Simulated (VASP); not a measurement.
AlRu (rocksalt type), 2 atoms in the cell. The structure is cubic, space group Fm-3m (No. 225). Conventional cell: a = 4.884 Å, b = 4.884 Å, c = 4.884 Å, α = 90.00°, β = 90.00°, γ = 90.00°. Within 3.2 Å of Ru (site symmetry m-3m) lie 6 Al at 2.44 Å. Al (site symmetry m-3m) has 6 Ru at 2.44 Å within 3.2 Å. 

```yaml
Program: VASP 6.6.1
Task: single point
Functional: PBE
Potentials_or_basis: VASP PAW PBE potentials, release 64 (Ru_pv, Al)
Cutoff: 520 eV
k_mesh: 14 × 14 × 14
Occupations: fermi-dirac, width 0.1 eV
Spin: no spin polarisation
Dipole_correction: no
Further_INCAR_settings: ALGO = Normal; EDIFF = 1e-06; NBANDS = 16
```

Potentials or basis: VASP PAW PBE potentials, release 64 (Ru_pv, Al).

Launch:

```bash
$ cat potpaw_PBE.64/Ru_pv/POTCAR potpaw_PBE.64/Al/POTCAR > POTCAR
$ mpirun -np 1 vasp_std > vasp.out
```

Hardware: 1 thread of Intel Xeon 8259CL (shared host).

How long does it take, and how much memory?

Run time: 55 s on 1 thread of Intel Xeon 8259CL, on a shared host, peak memory 0.19 GiB. Counts: scf iterations 12, k points 104.
